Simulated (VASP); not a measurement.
A run of VASP 6.6.1 is set up as follows.

File INCAR:

```
SYSTEM = BePd3O4
PREC = Accurate
ENCUT = 520
EDIFF = 1E-7
ISMEAR = 0
SIGMA = 0.1
LREAL = .False.
LASPH = .True.
NELM = 60
ALGO = Normal
ISIF = 2
LWAVE = .False.
LCHARG = .True.
GGA = PE
LELF = .True.
LVHAR = .True.
NBANDS = 38
```

KPOINTS

```
regular mesh
0
Gamma
  6 6 2
  0 0 0
```

POSCAR

```
BePd3O4
1.0
    3.2659192285      0.0000000000      0.0000000000
    0.0000000000      3.2659192285      0.0000000000
    0.0000000000      0.0000000000      8.1072526276
Be Pd O
1 3 4
Direct
    0.0000000000      0.0000000000      0.5000000000
    0.5000000000      0.5000000000      0.2923300000
    0.5000000000      0.5000000000      0.7076700000
    0.0000000000      0.0000000000      0.0000000000
    0.0000000000      0.5000000000      0.1591200000
    0.5000000000      0.0000000000      0.1591200000
    0.0000000000      0.5000000000      0.8408800000
    0.5000000000      0.0000000000      0.8408800000
```

Potentials or basis: VASP PAW PBE potentials, release 64 (Be, Pd, O).

Launch:

```bash
$ cat potpaw_PBE.64/Be/POTCAR potpaw_PBE.64/Pd/POTCAR potpaw_PBE.64/O/POTCAR > POTCAR
$ mpirun -np 1 vasp_std > vasp.out
```

Question: Estimate the largest force.

Answer: 5.579 eV/Å.

Question: Estimate the pressure.

Answer: 36.5 GPa.

Stress tensor (GPa, compression positive):
```
43.41  0.00  0.00
 0.00 43.41  0.00
 0.00  0.00 22.60
```

Caveat: the k points lie up to 0.39 Å⁻¹ apart; forces of over 1 eV/Å act on the atoms, so gaps and moduli don't describe the material at rest.
